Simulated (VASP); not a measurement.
Crystal: SiC2.

```xyz
6
Lattice="2.8632 0.0000 0.0000 -1.4316 2.4796 0.0000 0.0000 0.0000 7.0133" Properties=species:S:1:pos:R:3 pbc="T T T"
C     0.0000    0.0000    6.1367
C     1.4316    0.8265    3.7989
C     0.0000    1.6531    3.2144
C     0.0000    0.0000    0.8767
Si    0.0000    1.6531    1.4611
Si    1.4316    0.8265    5.5522
```

| Property | Result |
| --- | --- |
| Program | VASP 6.6.1 |
| Task | relaxation of cell and atoms |
| Functional | PBE |
| Potentials or basis | VASP PAW PBE potentials, release 64 (C, Si) |
| Cutoff | 600 eV |
| k mesh | 12 × 12 × 4 |
| Occupations | fermi-dirac, width 0.02 eV |
| Spin | no spin polarisation |

At the start: pressure 33.6 GPa; volume 8.30 Å³/atom.

Task: How do energy, volume and symmetry change on relaxing?

Result: Over 13 steps the energy falls by 175.0 meV/atom and the volume is 9.10 Å³/atom (+9.7 %); space group P-3m1 (No. 164, to 0.1 Å) before and after.

The path:
```tsv
step	energy change (eV)	largest force (eV/Å)	pressure (GPa)	volume (Å³)
1	0.0000	4.4003	33.63	49.79
2	1.1551	5.2149	-25.07	63.43
3	-0.9489	1.6197	0.54	54.36
4	-0.9530	1.4030	1.86	54.11
5	-0.9533	1.3256	2.33	54.02
6	-0.9513	1.4196	-3.94	55.65
7	-1.0323	0.5181	-1.35	54.84
8	-1.0487	0.2212	0.58	54.54
9	-1.0491	0.1519	0.30	54.58
10	-1.0494	0.1372	-0.22	54.66
11	-1.0499	0.0369	0.02	54.62
12	-1.0500	0.0198	-0.06	54.63
13	-1.0500	0.0042	-0.04	54.63
```

Final structure:
```yaml
crystal:
  lattice:
    - [2.94768, 0.00000, 0.00000]
    - [-1.47384, 2.55276, 0.00000]
    - [0.00000, 0.00000, 7.26003]
  atoms:
    - { symbol: C, position: [0.00000, 0.00000, 0.88964] }
    - { symbol: C, position: [0.66667, 0.33333, 0.53472] }
    - { symbol: C, position: [0.33333, 0.66667, 0.46528] }
    - { symbol: C, position: [0.00000, 0.00000, 0.11036] }
    - { symbol: Si, position: [0.33333, 0.66667, 0.20391] }
    - { symbol: Si, position: [0.66667, 0.33333, 0.79609] }
```
